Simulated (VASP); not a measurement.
Here is a VASP 6.6.1 calculation.

File INCAR:

```
SYSTEM = AlO3
PREC = Accurate
ENCUT = 600
EDIFF = 1E-6
ISMEAR = 0
SIGMA = 0.1
LREAL = .False.
LASPH = .True.
NELM = 100
ALGO = Normal
ISIF = 3
LWAVE = .False.
LCHARG = .False.
GGA = PE
IBRION = 2
NSW = 100
EDIFFG = -0.01
```

The input KPOINTS:

```
Automatic mesh
0
Gamma
  15 15 15
  0 0 0
```

POSCAR

```
AlO3
1.0
    2.8862545712      1.6663798536      1.5682434445
   -2.8862545712      1.6663798536      1.5682434445
    0.0000000000     -3.3327597073      1.5682434445
Al O
1 3
Direct
    0.0000000000      0.0000000000      0.0000000000
    0.5000000000      0.0000000000      0.0000000000
    0.0000000000      0.5000000000      0.0000000000
    0.0000000000      0.0000000000      0.5000000000
```

Potentials or basis: VASP PAW PBE potentials, release 64 (Al, O).

Launch:

```bash
$ cat potpaw_PBE.64/Al/POTCAR potpaw_PBE.64/O/POTCAR > POTCAR
$ mpirun -np 1 vasp_std > vasp.out
```

(1) Predict the space group after relaxing (to 0.05 Å).

(2) Estimate the relaxed volume.

(3) What does it give for the relaxed cell?

Answers

(1) R-3m (No. 166).

(2) 11.33 Å³/atom.

(3) a = 3.681 Å, b = 3.681 Å, c = 3.681 Å, α = 103.01°, β = 103.01°, γ = 103.01°.

Caveat: an odd number of electrons without spin polarisation forces a metal; a magnetic or distorted state may lie lower.
